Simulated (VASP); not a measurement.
# P (a cell with a defect) in VASP: single point with PBE+D3(BJ)

Aim: the single point of P (a cell with a defect) with PBE+D3(BJ).

All numbers are computed with VASP 6.6.1; they aren't measurements. Logs are shortened: lines on timing, memory, paths and dates and some standing lists are left out, and cuts for length are marked.

### Step 1. The cell of the first run

The cell holds a defect, 17 atoms: a = 6.789 Å, b = 6.789 Å, c = 7.128 Å, α = 68.56°, β = 68.56°, γ = 75.73°.

### Step 2. Single point, PBE+D3(BJ) (with an interstitial atom, then relaxed in part)

File INCAR:

```
SYSTEM = P
  ALGO = Normal
  EDIFF = 1E-6
  ENCUT = 520
  GGA = PE
  ISIF = 2
  ISMEAR = 0
  IVDW = 12
  LASPH = .TRUE.
  LCHARG = .FALSE.
  LREAL = Auto
  LWAVE = .FALSE.
  NBANDS = 56
  NELM = 60
  PREC = Accurate
  SIGMA = 0.1
```

File KPOINTS:

```
Automatic mesh
0
Gamma
  4 4 4
  0.5 0.5 0.5
```

File POSCAR:

```
P
1.0
    1.6612621615      5.0957604091      4.1668618004
    1.6612621615      5.0957604091     -4.1668618004
   -4.9837864846      5.0957604091      0.0000000000
P
17
Direct
    0.1533865754      0.1620784983      0.4672555377
    0.6683420391      0.6872078897      0.4293475141
    0.8815246185      0.9568024210      0.9477736742
    0.4590850813      0.3473229823      0.9349138755
    0.5789895873      0.0104810647      0.2038061578
    0.1284825779      0.4070865885      0.1650013262
    0.3544298413      0.6411414882      0.6862041918
    0.8262977606      0.2582955469      0.6907055488
    0.0409149187      0.1526770177      0.0650861245
    0.6184753815      0.5431975790      0.0522263258
    0.8316579609      0.8127921103      0.5706524859
    0.3466134246      0.3379215017      0.5327444623
    0.6737022394      0.2417044531      0.3092944512
    0.1455701587      0.8588585118      0.3137958082
    0.3715174221      1.0929134115      0.8349986738
    0.9210104127      0.4895189353      0.7961938422
    0.2500000000      0.7500000000      0.0000000000
```

Potentials or basis: VASP PAW PBE potentials, release 64 (P).

On the command line:

```bash
$ cat potpaw_PBE.64/P/POTCAR > POTCAR
$ mpirun -np 1 vasp_std > vasp.out
```

OUTCAR:

```text
SYSTEM = P
   EDIFF = 1E-6
   ENCUT = 520
   GGA = PE
   ISIF = 2
   ISMEAR = 0
   IVDW = 12
   LASPH = .TRUE.
   LREAL = Auto
   NELM = 60
   PREC = Accurate
 IVDW          = 12

 ion  position               nearest neighbor table
   1  0.153  0.162  0.467-   6 2.22  12 2.23   8 2.31  14 2.68
   2  0.668  0.687  0.429-  11 2.21   7 2.25   5 2.29
   3  0.882  0.957  0.948-   5 2.25   8 2.25   9 2.41  17 2.63
   4  0.459  0.347  0.935-   6 2.29   7 2.29  15 2.36  10 2.41   8 2.54   5 2.57  17 2.87
   5  0.579  0.010  0.204-   3 2.25  13 2.27   2 2.29   4 2.57
   6  0.128  0.407  0.165-   1 2.22   4 2.29   9 2.36  17 2.39
   7  0.354  0.641  0.686-   2 2.25   4 2.29  17 2.42  12 2.68
   8  0.826  0.258  0.691-   3 2.25  16 2.27   1 2.31   4 2.54
   9  0.041  0.153  0.065-  15 2.29  14 2.29   6 2.36   3 2.41  13 2.54  16 2.57  17 2.87
  10  0.618  0.543  0.052-  16 2.25  13 2.25   4 2.41  17 2.63
  11  0.832  0.813  0.571-   2 2.21  14 2.25  16 2.29
  12  0.347  0.338  0.533-  15 2.22   1 2.23  13 2.31   7 2.68
  13  0.674  0.242  0.309-  10 2.25   5 2.27  12 2.31   9 2.54
  14  0.146  0.859  0.314-  11 2.25   9 2.29  17 2.42   1 2.68
  15  0.372  0.093  0.835-  12 2.22   9 2.29   4 2.36  17 2.39
  16  0.921  0.490  0.796-  10 2.25   8 2.27  11 2.29   9 2.57
  17  0.250  0.750  0.000-   6 2.39  15 2.39  14 2.42   7 2.42   3 2.63  10 2.63   9 2.87   4 2.87

  LATTYP: Found a base centered monoclinic cell.
 ALAT       =    10.7194339620
 B/A-ratio  =     0.7774406401
 C/A-ratio  =     0.6649376976
 COS(beta)  =    -0.4629875240

  Lattice vectors:

 A1 = (  -1.6612621615,  -5.0957604091,  -4.1668618004)
 A2 = (  -1.6612621615,  -5.0957604091,   4.1668618004)
 A3 = (  -4.9837864846,   5.0957604091,   0.0000000000)

Analysis of symmetry for initial positions (statically):
=====================================================================
 Subroutine PRICEL returns:
 Original cell was already a primitive cell.

 Routine SETGRP: Setting up the symmetry group for a
 base centered monoclinic supercell.

 Subroutine GETGRP returns: Found  2 space group operations
 (whereof  1 operations were pure point group operations)
 out of a pool of  4 trial point group operations.

The static configuration has the point symmetry C_1 .
 The point group associated with its full space group is S_2 .

Analysis of symmetry for dynamics (positions and initial velocities):
=====================================================================
 Subroutine PRICEL returns:
 Original cell was already a primitive cell.

[... 144 lines left out ...]
   ISIF   =      2    stress and relaxation
   ISYM   =      2    0-nonsym 1-usesym 2-fastsym
   POTIM  = 0.5000    time-step for ionic-motion
   TEBEG  =    0.0;   TEEND  =   0.0 temperature during run
   PSTRESS=    0.0 pullay stress
   NELECT =      85.0000    total number of electrons
   NUPDOWN=      -1.0000    fix difference up-down
   EMIN   =  10.00;   EMAX   =-10.00  energy-range for DOS
   EFERMI =   0.00;   METHOD = LEGACY
   ISMEAR =     0;   SIGMA  =   0.10  broadening in eV -4-tet -1-fermi 0-gaus
   EFERMI_NEDOS =   21; number of points for ismear=-14 and -15
   IALGO  =     38    algorithm
   IMIX   =      4    mixing-type and parameters
     AMIX     =   0.40;   BMIX     =  1.00
     AMIX_MAG =   1.60;   BMIX_MAG =  1.00
  volume/ion in A,a.u.               =      16.60       112.02
  Fermi-wavevector in a.u.,A,eV,Ry     =   1.097402  2.073789 16.385374  1.204291
  Thomas-Fermi vector in A             =   2.233761
   LORBIT       =      0    0 simple, 1 ext, 2 COOP (PROOUT), +10 PAW based schemes
   GGA     = PE    functional components
   LHFCALC =     F    Hartree Fock is set to
   AEXX    =    0.0000 exact exchange contribution
   IVDW    =    12    specifies the selected vdW correction
   LEPSILON=     F    determine dielectric tensor
   LRPA    =     F    only Hartree local field effects (RPA)
 non-spin polarized calculation
 Gauss-broadening in eV      SIGMA  =   0.10
  energy-cutoff  :      520.00
  volume of cell :      282.19
 maximum number of plane-waves:      7622
 NGX is ok and might be reduce to    50
   NGX = 25   NGY = 25   NGZ = 27

 number of electron      84.9999996 magnetization

 Free energy of the ion-electron system (eV)
  ---------------------------------------------------
  ext. energy  EPLUGINS =         0.00000000
  ---------------------------------------------------
  free energy    TOTEN  =       -87.50826853 eV

  energy without entropy =      -87.47812695  energy(sigma->0) =      -87.49319774

 E-fermi :   8.0487     XC(G=0): -10.5645

 val. band max:        8.0441816682   @ k =  -0.1250  -0.3750   0.3750
 cond. band min:       8.0514957907   @ k =  -0.1250  -0.3750  -0.1250
 fundamental gap:      0.0073141225
 Fermi energy:         8.0487212124

 k-point     1 :       0.1250    0.1250    0.1250
  band No.  band energies     occupation
      1      -8.2131      2.00000
      2      -6.0260      2.00000
      3      -5.6236      2.00000
      4      -5.3890      2.00000
      5      -5.1788      2.00000
      6      -5.1186      2.00000
[... 1357 lines left out ...]
     53      11.0387      0.00000
     54      11.2206      0.00000

 [... further k-points ...]

 [bands above 54 left out]

------------------------ aborting loop because EDIFF is reached ----------------------------------------

 Edisp (eV)   -7.18151

 E8    (eV) :    -2.7107

  FORCE on cell =-STRESS in cart. coord.  units (eV):
  Direction    XX          YY          ZZ          XY          YZ          ZX
  --------------------------------------------------------------------------------------
  -------------------------------------------------------------------------------------
  Total      -5.87130     7.91063    -3.05056     0.40677     0.67838     0.72278
  in kB     -33.33486    44.91337   -17.31986     2.30949     3.85159     4.10364
  external pressure =       -1.91 kB  Pullay stress =        0.00 kB

 VOLUME and BASIS-vectors are now :
 -----------------------------------------------------------------------------
  energy-cutoff  :      520.00
  volume of cell :      282.19
      direct lattice vectors                 reciprocal lattice vectors
     1.661262162  5.095760409  4.166861800     0.075243994  0.073590587  0.119994380
     1.661262162  5.095760409 -4.166861800     0.075243994  0.073590587 -0.119994380
    -4.983786485  5.095760409  0.000000000    -0.150487988  0.049060391  0.000000000

 POSITION                                       TOTAL-FORCE (eV/Angst)
 -----------------------------------------------------------------------------------
     -1.80463      3.98856     -0.03622         0.011276      0.016013     -0.044067
      0.11215      9.09541     -0.07861        -0.012215      0.063962     -0.031343
     -1.66956     14.19730     -0.31367        -0.003925      0.010985     -0.041858
     -3.31976      8.87336      0.46570        -0.004894     -0.007959     -0.071432
     -0.03646      4.04235      2.36890         0.001176      0.025290      0.036546
      0.06739      3.56994     -1.16090         0.005622     -0.002860      0.036504
[... 9 lines left out ...]
     -1.62480     11.24493      1.79797        -0.001176     -0.025290     -0.036546
      1.66126      5.09576     -2.08343        -0.000000      0.000000      0.000000
 -----------------------------------------------------------------------------------
    total drift:                               -0.000000     -0.000000     -0.000000

  FREE ENERGIE OF THE ION-ELECTRON SYSTEM (eV)
  ---------------------------------------------------
  free  energy   TOTEN  =       -94.6897743701 eV

  energy  without entropy=      -94.6596327894  energy(sigma->0) =      -94.67470358
```

stdout:

```text
POSCAR found type information on POSCAR P
 POSCAR found :  1 types and      17 ions
 scaLAPACK will be used
 LDA part: xc-table for (Slater+PW92), standard interpolation
 POSCAR, INCAR and KPOINTS ok, starting setup
 FFT: planning ... GRIDC
 FFT: planning ... GRID_SOFT
 FFT: planning ... GRID
 WAVECAR not read
 entering main loop
```

Run time: 11 min. Hardware: 1 thread of Intel Xeon Platinum 8259CL at 2.50GHz (Skylake/Cascade Lake), shared host; peak memory 0.53 GiB.

What came out:

```yaml
Free_energy: -94.6898 eV
Pressure: -0.2 GPa
Largest_force: 0.072 eV/Å
Band_gap_on_the_k_mesh: zero (an odd number of electrons rules out a gap without spin polarisation)
Dispersion_energy_per_atom: -0.422 eV
```

Forces on the atoms (eV/Å):
```
P    0.011  0.016 -0.044
P   -0.012  0.064 -0.031
P   -0.004  0.011 -0.042
P   -0.005 -0.008 -0.071
P    0.001  0.025  0.037
P    0.006 -0.003  0.037
P   -0.005  0.024  0.038
P   -0.006  0.029  0.035
P    0.005  0.008  0.071
P    0.004 -0.011  0.042
P    0.012 -0.064  0.031
P   -0.011 -0.016  0.044
P    0.006 -0.029 -0.035
P    0.005 -0.024 -0.038
P   -0.006  0.003 -0.037
P   -0.001 -0.025 -0.037
P    0.000  0.000  0.000
```

Caveat: the cell differs from its parent crystal (with an interstitial atom, then relaxed in part); an odd number of electrons without spin polarisation forces a metal; a magnetic or distorted state may lie lower.
